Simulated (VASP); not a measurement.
# Sb (R-3m) in VASP: a series of runs

Sb is run at these levels: PBE; tasks: single point.

All numbers are computed with VASP 6.6.1; they aren't measurements. Logs are shortened: lines on timing, memory, paths and dates and some standing lists are left out, and cuts for length are marked.

### Step 1. The cell of the first run

Symmetry: R-3m, No. 166, trigonal system. The conventional cell has a = 4.330 Å, b = 4.330 Å, c = 11.306 Å, α = 90.00°, β = 90.00°, γ = 120.00°. Within 3.8 Å of Sb (site symmetry 3m) lie 6 Sb at 2.92 to 3.37 Å.

### Step 2. Single point, PBE (volume scaled by 1.02)

Contents of INCAR:

```
SYSTEM = Sb
PREC = Accurate ; ENCUT = 520
EDIFF = 1E-6 ; ISMEAR = -1
SIGMA = 0.05 ; LREAL = .FALSE.
LASPH = .TRUE. ; NELM = 80
ALGO = Normal ; ISIF = 2
LWAVE = .FALSE. ; LCHARG = .TRUE.
GGA = PE ; LELF = .TRUE.
LVHAR = .TRUE. ; NBANDS = 12
```

Contents of KPOINTS:

```
regular mesh
0
G
  9 9 9
  0 0 0
```

Contents of POSCAR:

```
Sb
1.0
    2.1648431334      1.2498727658      3.7687954246
   -2.1648431334      1.2498727658      3.7687954246
    0.0000000000     -2.4997455315      3.7687954246
Sb
2
Direct
    0.2336400000      0.2336400000      0.2336400000
    0.7663600000      0.7663600000      0.7663600000
```

Potentials or basis: VASP PAW PBE potentials, release 64 (Sb).

Run with:

```
cat potpaw_PBE.64/Sb/POTCAR > POTCAR
mpirun -np 1 vasp_std > vasp.out
```

OUTCAR:

```text
SYSTEM = Sb
   PREC = Accurate
   ENCUT = 520
   EDIFF = 1E-6
   ISMEAR = -1
   LREAL = .FALSE.
   LASPH = .TRUE.
   NELM = 80
   ISIF = 2
   GGA = PE

 ion  position               nearest neighbor table
   1  0.234  0.234  0.234-   2 2.92   2 2.92   2 2.92   2 3.37   2 3.37   2 3.37
   2  0.766  0.766  0.766-   1 2.92   1 2.92   1 2.92   1 3.37   1 3.37   1 3.37

  LATTYP: Found a trigonal (rhomboedric) cell.
 ALAT       =     4.5224491899
 COS(alpha) =     0.5417151843

  Lattice vectors:

 A1 = (   2.1648431334,   1.2498727658,   3.7687954246)
 A2 = (  -2.1648431334,   1.2498727658,   3.7687954246)
 A3 = (   0.0000000000,  -2.4997455315,   3.7687954246)

Analysis of symmetry for initial positions (statically):
=====================================================================
 Subroutine PRICEL returns:
 Original cell was already a primitive cell.

 Routine SETGRP: Setting up the symmetry group for a
 trigonal (rhombohedral) supercell.

 Subroutine GETGRP returns: Found 12 space group operations
 (whereof 12 operations were pure point group operations)
 out of a pool of 12 trial point group operations.

The static configuration has the point symmetry D_3d.

Analysis of symmetry for dynamics (positions and initial velocities):
=====================================================================
 Subroutine PRICEL returns:
 Original cell was already a primitive cell.

 Routine SETGRP: Setting up the symmetry group for a
 trigonal (rhombohedral) supercell.

 Subroutine GETGRP returns: Found 12 space group operations
 (whereof 12 operations were pure point group operations)
 out of a pool of 12 trial point group operations.

The dynamic configuration has the point symmetry D_3d.

 Subroutine INISYM returns: Found 12 space group operations
 (whereof 12 operations are pure point group operations),
 and found     1 'primitive' translations

----------------------------------------------------------------------------------------

                                     Primitive cell

  volume of cell :      61.1852

  direct lattice vectors                    reciprocal lattice vectors
     2.164843133  1.249872766  3.768795425     0.230963617  0.133346906  0.088445590
    -2.164843133  1.249872766  3.768795425    -0.230963617  0.133346906  0.088445590
     0.000000000 -2.499745531  3.768795425     0.000000000 -0.266693813  0.088445590

  length of vectors
     4.522449190  4.522449190  4.522449190     0.280977245  0.280977245  0.280977245

  position of ions in fractional coordinates (direct lattice)
     0.233640000  0.233640000  0.233640000
     0.766360000  0.766360000  0.766360000

  ion indices of the primitive-cell ions
   primitive index   ion index
                 1           1
                 2           2

----------------------------------------------------------------------------------------

 KPOINTS: regular mesh

Automatic generation of k-mesh.
 Grid dimensions read from file:
 generate k-points for:    9    9    9

 Generating k-lattice:

  Cartesian coordinates                     Fractional coordinates (reciprocal lattice)
     0.025662624  0.014816323  0.009827288     0.111111111  0.000000000  0.000000000
    -0.025662624  0.014816323  0.009827288     0.000000000  0.111111111  0.000000000
     0.000000000 -0.029632646  0.009827288     0.000000000  0.000000000  0.111111111

  Length of vectors
     0.031219694  0.031219694  0.031219694

  Shift w.r.t. Gamma in fractional coordinates (k-lattice)
     0.000000000  0.000000000  0.000000000

 Subroutine IBZKPT returns following result:
 ===========================================

 Found     85 irreducible k-points:

 Following reciprocal coordinates:
            Coordinates               Weight
  0.000000  0.000000  0.000000      1.000000
  0.111111  0.000000 -0.000000      6.000000
  0.222222 -0.000000 -0.000000      6.000000
  0.333333 -0.000000 -0.000000      6.000000
  0.444444 -0.000000 -0.000000      6.000000
  0.111111  0.111111 -0.000000      6.000000
[... 16 lines left out ...]
 -0.333333  0.333333  0.000000      6.000000
  0.444444  0.444444 -0.000000      6.000000
 [... further k-points ...]
   k-points           NKPTS =     85   k-points in BZ     NKDIM =     85   number of bands    NBANDS=     12
   number of dos      NEDOS =    301   number of ions     NIONS =      2
   total plane-waves  NPLWV =  46656
   dimension x,y,z NGX =    36 NGY =   36 NGZ =   36
   dimension x,y,z NGXF=    72 NGYF=   72 NGZF=   72
   ions per type =               2
   NGX,Y,Z   is equivalent  to a cutoff of  13.23, 13.23, 13.23 a.u.
   NGXF,Y,Z  is equivalent  to a cutoff of  26.47, 26.47, 26.47 a.u.
 SYSTEM =  Sb
   PREC   = accura    normal or accurate (medium, high low for compatibility)
   ISTART =      0    job   : 0-new  1-cont  2-samecut
   ICHARG =      2    charge: 1-file 2-atom 10-const
   ISPIN  =      1    spin polarized calculation?
   LNONCOLLINEAR =      F non collinear calculations
   LSORBIT =      F    spin-orbit coupling
   LASPH  =      T    aspherical Exc in radial PAW
   ENCUT  =  520.0 eV  38.22 Ry    6.18 a.u.   8.41  8.41  8.41*2*pi/ulx,y,z
   NELM   =     80;   NELMIN=  2; NELMDL= -5     # of ELM steps
   EDIFF  = 0.1E-05   stopping-criterion for ELM
   LREAL  =      F    real-space projection
   EDIFFG = 0.1E-04   stopping-criterion for IOM
   NSW    =      0    number of steps for IOM
   IBRION =     -1    ionic relax: 0-MD 1-quasi-New 2-CG
   NFREE  =      0    steps in history (QN), initial steepest desc. (CG)
   ISIF   =      2    stress and relaxation
   ISYM   =      2    0-nonsym 1-usesym 2-fastsym
   POTIM  = 0.5000    time-step for ionic-motion
   TEBEG  =    0.0;   TEEND  =   0.0 temperature during run
   PSTRESS=    0.0 pullay stress
   NELECT =      10.0000    total number of electrons
   NUPDOWN=      -1.0000    fix difference up-down
   EMIN   =  10.00;   EMAX   =-10.00  energy-range for DOS
   EFERMI =   0.00;   METHOD = LEGACY
   ISMEAR =    -1;   SIGMA  =   0.05  broadening in eV -4-tet -1-fermi 0-gaus
   EFERMI_NEDOS =   21; number of points for ismear=-14 and -15
   IALGO  =     38    algorithm
   IMIX   =      4    mixing-type and parameters
     AMIX     =   0.40;   BMIX     =  1.00
     AMIX_MAG =   1.60;   BMIX_MAG =  1.00
  volume/ion in A,a.u.               =      30.59       206.45
  Fermi-wavevector in a.u.,A,eV,Ry     =   0.895075  1.691447 10.900436  0.801159
  Thomas-Fermi vector in A             =   2.017361
   LORBIT       =      0    0 simple, 1 ext, 2 COOP (PROOUT), +10 PAW based schemes
   GGA     = PE    functional components
[... 5 lines left out ...]
 non-spin polarized calculation
  energy-cutoff  :      520.00
  volume of cell :       61.19
 maximum number of plane-waves:      1664
 NGX is ok and might be reduce to    36
   NGX = 17   NGY = 17   NGZ = 17

 number of electron      10.0000000 magnetization

 Free energy of the ion-electron system (eV)
  ---------------------------------------------------
  ext. energy  EPLUGINS =         0.00000000
  ---------------------------------------------------
  free energy    TOTEN  =        -8.26861911 eV

  energy without entropy =       -8.26713038  energy(sigma->0) =       -8.26787474

 E-fermi :   7.1062     XC(G=0):  -9.4760

 val. band max:        7.0373586991   @ k =   0.3333   0.2222   0.2222
 cond. band min:       7.1445094081   @ k =   0.4444  -0.0000  -0.0000
 fundamental gap:      0.1071507090
 Fermi energy:         7.1061742635

 k-point     1 :       0.0000    0.0000    0.0000
  band No.  band energies     occupation
      1      -5.4955      2.00000
      2       2.2660      2.00000
      3       5.1041      2.00000
      4       5.3438      2.00000
      5       5.3438      2.00000
      6       9.1913      0.00000
      7       9.8024      0.00000
      8       9.8024      0.00000
      9      12.2095      0.00000
     10      12.2095      0.00000
     11      12.3655      0.00000
     12      13.7470      0.00000

 k-point     2 :       0.1111    0.0000   -0.0000
  band No.  band energies     occupation
      1      -5.3611      2.00000
      2       1.6950      2.00000
      3       5.1401      2.00000
      4       5.3128      2.00000
      5       5.5586      2.00000
      6       9.1124      0.00000
      7       9.4487      0.00000
      8       9.4860      0.00000
      9      11.7408      0.00000
     10      12.1457      0.00000
     11      12.2635      0.00000
     12      14.6166      0.00000

 k-point     3 :       0.2222   -0.0000   -0.0000
  band No.  band energies     occupation
      1      -4.9611      2.00000
      2       0.4761      2.00000
      3       5.1518      2.00000
      4       5.2525      2.00000
      5       5.9591      2.00000
      6       8.5577      0.00000
      7       8.7077      0.00000
      8       8.7692      0.00000
      9      11.8745      0.00000
     10      12.4301      0.00000
     11      12.8807      0.00000
     12      16.3695      0.00000
[... 286 lines left out ...]
 k-point    23 :      -0.3333    0.3333    0.0000
  band No.  band energies     occupation
      1      -2.4990      2.00000
      2      -2.3299      2.00000
      3       2.1371      2.00000
      4       4.3538      2.00000
      5       4.5964      2.00000
      6       9.2723      0.00000
      7       9.6129      0.00000
      8      12.2643      0.00000
      9      12.4593      0.00000
     10      13.6002      0.00000
     11      14.9231      0.00000
     12      17.0820      0.00000

 k-point    24 :       0.4444    0.4444   -0.0000
  band No.  band energies     occupation
      1      -3.3189      2.00000
      2      -0.7545      2.00000
      3       1.9295      2.00000
      4       3.4937      2.00000
      5       3.5519      2.00000
      6       8.7275      0.00000
      7      11.9140      0.00000
      8      12.4882      0.00000
      9      13.4938      0.00000
     10      15.6415      0.00000
     11      16.7299      0.00000
     12      17.8792      0.00000

 [... further k-points ...]

------------------------ aborting loop because EDIFF is reached ----------------------------------------

  FORCE on cell =-STRESS in cart. coord.  units (eV):
  Direction    XX          YY          ZZ          XY          YZ          ZX
  --------------------------------------------------------------------------------------
  -------------------------------------------------------------------------------------
  Total        0.7937319      0.7937319      0.6715989      0.0000000      0.0000000      0.0000000
  in kB       20.7844411     20.7844411     17.5863009      0.0000000      0.0000000      0.0000000
  external PRESSURE =      19.7183944 kB  Pullay stress =       0.0000000 kB

 VOLUME and BASIS-vectors are now :
 -----------------------------------------------------------------------------
  energy-cutoff  :      520.00
  volume of cell :       61.19
      direct lattice vectors                 reciprocal lattice vectors
     2.164843133  1.249872766  3.768795425     0.230963617  0.133346906  0.088445590
    -2.164843133  1.249872766  3.768795425    -0.230963617  0.133346906  0.088445590
     0.000000000 -2.499745531  3.768795425     0.000000000 -0.266693813  0.088445590

 POSITION                                       TOTAL-FORCE (eV/Angst)
 -----------------------------------------------------------------------------------
      0.00000      0.00000      2.64162         0.000000      0.000000      0.137043
      0.00000      0.00000      8.66476         0.000000     -0.000000     -0.137043
 -----------------------------------------------------------------------------------
    total drift:                                0.000000     -0.000000      0.000000

  FREE ENERGIE OF THE ION-ELECTRON SYSTEM (eV)
  ---------------------------------------------------
  free  energy   TOTEN  =        -8.2686191090 eV

  energy  without entropy=       -8.2671303802  energy(sigma->0) =       -8.26787474
```

Run time: 30 s. Hardware: 1 thread of AMD EPYC 9R45 (Zen 5), shared host; peak memory 0.19 GiB.

What came out:

```
Free energy            : -8.2686 eV
Pressure               : 2.0 GPa
Largest force          : 0.137 eV/Å
Band gap on the k mesh : 0.11 eV, indirect (least direct gap 0.49 eV)
```

Forces on the atoms (eV/Å):
```
Sb   0.000  0.000  0.137
Sb   0.000  0.000 -0.137
```

Stress tensor (GPa, compression positive):
```
2.08 0.00 0.00
0.00 2.08 0.00
0.00 0.00 1.76
```

Levels at points of the mesh, in eV from the valence-band top:
```tsv
k point	band 1	band 2	band 3	band 4	band 5	band 6	band 7	band 8	band 9	band 10
(0.00, 0.00, 0.00)	-12.53	-4.77	-1.93	-1.69	-1.69	2.15	2.77	2.77	5.17	5.17
```

Caveat: spin-orbit coupling is left out, which moves the levels of the heavy elements. A k mesh can miss the band edges.

(Continued in part 2 of 2.)
